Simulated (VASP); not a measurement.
# Mo (P4/nmm) in VASP: single point with PBEsol

Aim: the single point of Mo with PBEsol.

All numbers are computed with VASP 6.6.1; they aren't measurements. Logs are shortened: lines on timing, memory, paths and dates and some standing lists are left out, and cuts for length are marked.

**1. The cell of the first run**

It takes space group P4/nmm (No. 129, tetragonal). The conventional cell has a = 3.142 Å, b = 3.142 Å, c = 3.142 Å, α = 90.00°, β = 90.00°, γ = 90.00°. Mo (site symmetry 4mm) has 14 Mo at 2.49 to 3.14 Å within 3.3 Å.

**2. Single point, PBEsol (atoms displaced along a vibrational mode)**

Contents of INCAR:

```
  ALGO = Fast
  EDIFF = 1E-7
  ENCUT = 520
  GGA = PS
  ISIF = 2
  ISMEAR = 0
  LASPH = True
  LCHARG = False
  LREAL = False
  LWAVE = False
  NBANDS = 21
  NELM = 80
  PREC = Accurate
  SIGMA = 0.15
```

Contents of KPOINTS:

```
k-points
0
Gamma
  16 16 16
```

Contents of POSCAR:

```
Mo
1.0
    0.0000000000     -3.1420000000      0.0000000000
   -3.1420000000      0.0000000000      0.0000000000
    0.0000000000      0.0000000000     -3.1420000000
Mo
2
Direct
    0.5000000000      0.5000000000      0.4283895608
    0.0000000000      0.0000000000      0.0716104392
```

Potentials or basis: VASP PAW PBE potentials, release 64 (Mo_sv).

The run is started by

```console
> cat potpaw_PBE.64/Mo_sv/POTCAR > POTCAR
> mpirun -np 1 vasp_std > vasp.out
```

OUTCAR:

```text
EDIFF = 1E-7
   ENCUT = 520
   GGA = PS
   ISIF = 2
   ISMEAR = 0
   LASPH = True
   LREAL = False
   NELM = 80
   PREC = Accurate

 ion  position               nearest neighbor table
   1  0.500  0.500  0.428-   2 2.49   2 2.49   2 2.49   2 2.49   2 3.00   2 3.00   2 3.00   2 3.00

   2  0.000  0.000  0.072-   1 2.49   1 2.49   1 2.49   1 2.49   1 3.00   1 3.00   1 3.00   1 3.00

  LATTYP: Found a simple cubic cell.
 ALAT       =     3.1420000000

  Lattice vectors:

 A1 = (   0.0000000000,  -3.1420000000,   0.0000000000)
 A2 = (  -3.1420000000,   0.0000000000,   0.0000000000)
 A3 = (   0.0000000000,   0.0000000000,  -3.1420000000)

Analysis of symmetry for initial positions (statically):
=====================================================================
 Subroutine PRICEL returns:
 Original cell was already a primitive cell.

 Routine SETGRP: Setting up the symmetry group for a
 simple cubic supercell.

 Subroutine GETGRP returns: Found 16 space group operations
 (whereof  8 operations were pure point group operations)
 out of a pool of 48 trial point group operations.

The static configuration has the point symmetry C_4v.
 The point group associated with its full space group is D_4h.

Analysis of symmetry for dynamics (positions and initial velocities):
=====================================================================
 Subroutine PRICEL returns:
 Original cell was already a primitive cell.

 Routine SETGRP: Setting up the symmetry group for a
 simple cubic supercell.

 Subroutine GETGRP returns: Found 16 space group operations
 (whereof  8 operations were pure point group operations)
 out of a pool of 48 trial point group operations.

The dynamic configuration has the point symmetry C_4v.
 The point group associated with its full space group is D_4h.

 Subroutine INISYM returns: Found 16 space group operations
 (whereof  8 operations are pure point group operations),
 and found     1 'primitive' translations

----------------------------------------------------------------------------------------

                                     Primitive cell

  volume of cell :      31.0183

  direct lattice vectors                    reciprocal lattice vectors
     0.000000000 -3.142000000  0.000000000     0.000000000 -0.318268619  0.000000000
    -3.142000000  0.000000000  0.000000000    -0.318268619  0.000000000  0.000000000
     0.000000000  0.000000000 -3.142000000     0.000000000  0.000000000 -0.318268619

[... 82 lines left out ...]
   NELM   =     80;   NELMIN=  2; NELMDL= -5     # of ELM steps
   EDIFF  = 0.1E-06   stopping-criterion for ELM
   LREAL  =      F    real-space projection
   EDIFFG = 0.1E-05   stopping-criterion for IOM
   NSW    =      0    number of steps for IOM
   IBRION =     -1    ionic relax: 0-MD 1-quasi-New 2-CG
   NFREE  =      0    steps in history (QN), initial steepest desc. (CG)
   ISIF   =      2    stress and relaxation
   ISYM   =      2    0-nonsym 1-usesym 2-fastsym
   POTIM  = 0.5000    time-step for ionic-motion
   TEBEG  =    0.0;   TEEND  =   0.0 temperature during run
   PSTRESS=    0.0 pullay stress
   NELECT =      28.0000    total number of electrons
   NUPDOWN=      -1.0000    fix difference up-down
   EMIN   =  10.00;   EMAX   =-10.00  energy-range for DOS
   EFERMI =   0.00;   METHOD = LEGACY
   ISMEAR =     0;   SIGMA  =   0.15  broadening in eV -4-tet -1-fermi 0-gaus
   EFERMI_NEDOS =   21; number of points for ismear=-14 and -15
   IALGO  =     68    algorithm
   IMIX   =      4    mixing-type and parameters
     AMIX     =   0.40;   BMIX     =  1.00
     AMIX_MAG =   1.60;   BMIX_MAG =  1.00
  volume/ion in A,a.u.               =      15.51       104.66
  Fermi-wavevector in a.u.,A,eV,Ry     =   1.582176  2.989878 34.059184  2.503279
  Thomas-Fermi vector in A             =   2.682139
   LORBIT       =      0    0 simple, 1 ext, 2 COOP (PROOUT), +10 PAW based schemes
   GGA     = PS    functional components
   LHFCALC =     F    Hartree Fock is set to
   AEXX    =    0.0000 exact exchange contribution
   IVDW    =     0    specifies the selected vdW correction
   LEPSILON=     F    determine dielectric tensor
   LRPA    =     F    only Hartree local field effects (RPA)
 non-spin polarized calculation
 RMM-DIIS sequential band-by-band and
 Gauss-broadening in eV      SIGMA  =   0.15
  energy-cutoff  :      520.00
  volume of cell :       31.02
 maximum number of plane-waves:       861
 NGX is ok and might be reduce to    24
   NGX = 11   NGY = 11   NGZ = 11

 number of electron      28.0000000 magnetization

 Free energy of the ion-electron system (eV)
  ---------------------------------------------------
  ext. energy  EPLUGINS =         0.00000000
  ---------------------------------------------------
  free energy    TOTEN  =       -22.81863459 eV

  energy without entropy =      -22.80237608  energy(sigma->0) =      -22.81050534

 E-fermi :  12.2691     XC(G=0): -13.4948

 val. band max:       12.2590525228   @ k =   0.5000   0.1875   0.0000
 cond. band min:      12.2769160911   @ k =   0.3750   0.1875   0.1250
 fundamental gap:      0.0178635683
 Fermi energy:        12.2691313195

 k-point     1 :       0.0000    0.0000    0.0000
  band No.  band energies     occupation
      1     -48.6243      2.00000
      2     -47.9292      2.00000
      3     -23.0713      2.00000
      4     -23.0713      2.00000
      5     -22.6681      2.00000
      6     -21.9462      2.00000
[... 565 lines left out ...]
     20      20.0899      0.00000
     21      23.9702      0.00000

 [... further k-points ...]

------------------------ aborting loop because EDIFF is reached ----------------------------------------

  FORCE on cell =-STRESS in cart. coord.  units (eV):
  Direction    XX          YY          ZZ          XY          YZ          ZX
  --------------------------------------------------------------------------------------
  -------------------------------------------------------------------------------------
  Total        3.0698544      3.0698544      0.7901906      0.0000000      0.0000000      0.0000000
  in kB      158.5659060    158.5659060     40.8153850      0.0000000      0.0000000      0.0000000
  external PRESSURE =     119.3157323 kB  Pullay stress =       0.0000000 kB

 VOLUME and BASIS-vectors are now :
 -----------------------------------------------------------------------------
  energy-cutoff  :      520.00
  volume of cell :       31.02
      direct lattice vectors                 reciprocal lattice vectors
     0.000000000 -3.142000000  0.000000000     0.000000000 -0.318268619  0.000000000
    -3.142000000  0.000000000  0.000000000    -0.318268619  0.000000000  0.000000000
     0.000000000  0.000000000 -3.142000000     0.000000000  0.000000000 -0.318268619

 POSITION                                       TOTAL-FORCE (eV/Angst)
 -----------------------------------------------------------------------------------
     -1.57100     -1.57100     -1.34600        -0.000000      0.000000     -3.308667
      0.00000      0.00000     -0.22500         0.000000     -0.000000      3.308667
 -----------------------------------------------------------------------------------
    total drift:                               -0.000000     -0.000000      0.000000

  FREE ENERGIE OF THE ION-ELECTRON SYSTEM (eV)
  ---------------------------------------------------
  free  energy   TOTEN  =       -22.8186345926 eV

  energy  without entropy=      -22.8023760850  energy(sigma->0) =      -22.81050534
```

stdout:

```text
POSCAR found type information on POSCAR Mo
 POSCAR found :  1 types and       2 ions
 scaLAPACK will be used
 -----------------------------------------------------------------------------
|                                                                             |
|                                                                             |
|     You enforced a specific xc type in the INCAR file but a different       |
|     I HOPE YOU KNOW WHAT YOU ARE DOING!                                     |
|                                                                             |
 -----------------------------------------------------------------------------

 LDA part: xc-table for (Slater+PW92), standard interpolation
 POSCAR, INCAR and KPOINTS ok, starting setup
 FFT: planning ... GRIDC
 FFT: planning ... GRID_SOFT
 FFT: planning ... GRID
 WAVECAR not read
 entering main loop
```

Wall time 2.1 min (1 thread of Intel Xeon Platinum 8259CL at 2.50GHz (Skylake/Cascade Lake), shared host); peak memory 0.3 GiB.

Results:

```
Free energy            : -22.8186 eV
Pressure               : 11.9 GPa
Largest force          : 3.309 eV/Å
Band gap on the k mesh : zero (bands 14 and 15 overlap by 1.66 eV)
```

Forces on the atoms (eV/Å):
```
Mo   0.000  0.000 -3.309
Mo   0.000  0.000  3.309
```

Caveat: the cell differs from its parent crystal (atoms displaced along a vibrational mode); the stress differs along the axes, from 4 to 16 GPa; the PAW data sets were made with another functional, which shifts forces and pressure a little.
